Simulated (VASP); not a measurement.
A run of VASP 6.6.1:

INCAR

```
SYSTEM = HfO2
PREC     = Accurate       ! precision mode
ENCUT    = 520            ! plane-wave cutoff, eV
EDIFF    = 1E-6           ! SCF threshold, eV
ISMEAR   = 0              ! smearing method
SIGMA    = 0.02           ! smearing width, eV
LREAL    = .FALSE.        ! projectors in reciprocal space
LASPH    = .TRUE.         ! aspherical terms in the spheres
NELM     = 60             ! most SCF steps
ALGO     = Normal         ! electronic algorithm
ISIF     = 2              ! what is computed and relaxed
LWAVE    = .FALSE.        ! write WAVECAR
LCHARG   = .FALSE.        ! write CHGCAR
GGA      = PE             ! functional
NBANDS   = 56             ! bands
```

Contents of KPOINTS:

```
Automatic mesh
0
G
  4 6 6
  0 0 0
```

File POSCAR:

```
HfO2
1.0
    5.2369893813      0.0000000000      0.0000000000
    0.0000000000      5.0238739817      0.0000000000
    0.0000000000      0.0000000000      5.0467694065
Hf O
4 8
Direct
    0.0327784877      0.2676885236      0.2430770938
    0.4672215123      0.2676885236      0.7430770938
    0.5327784877      0.7323114764      0.2430770938
    0.9672215123      0.7323114764      0.7430770938
    0.3696076849      0.0734356531      0.3778107011
    0.1303923151      0.0734356531      0.8778107011
    0.7353468220      0.4582762600      0.4921122051
    0.7646531780      0.4582762600      0.9921122051
    0.2646531780      0.5417237400      0.9921122051
    0.2353468220      0.5417237400      0.4921122051
    0.8696076849      0.9265643469      0.3778107011
    0.6303923151      0.9265643469      0.8778107011
```

Potentials or basis: VASP PAW PBE potentials, release 64 (Hf_pv, O).

Run with:

```bash
$ cat potpaw_PBE.64/Hf_pv/POTCAR potpaw_PBE.64/O/POTCAR > POTCAR
$ mpirun -np 1 vasp_std > vasp.out
```

Hardware: 1 thread of Intel(R) Xeon(R) Platinum 8488C (Sapphire Rapids), with other jobs on the host.

Question: Estimate the wall time of this run.

Answer: It took 4.3 min on 1 thread of Intel(R) Xeon(R) Platinum 8488C (Sapphire Rapids), on a shared host, peak memory 0.4 GiB. Counts: scf iterations 14, k points 48.
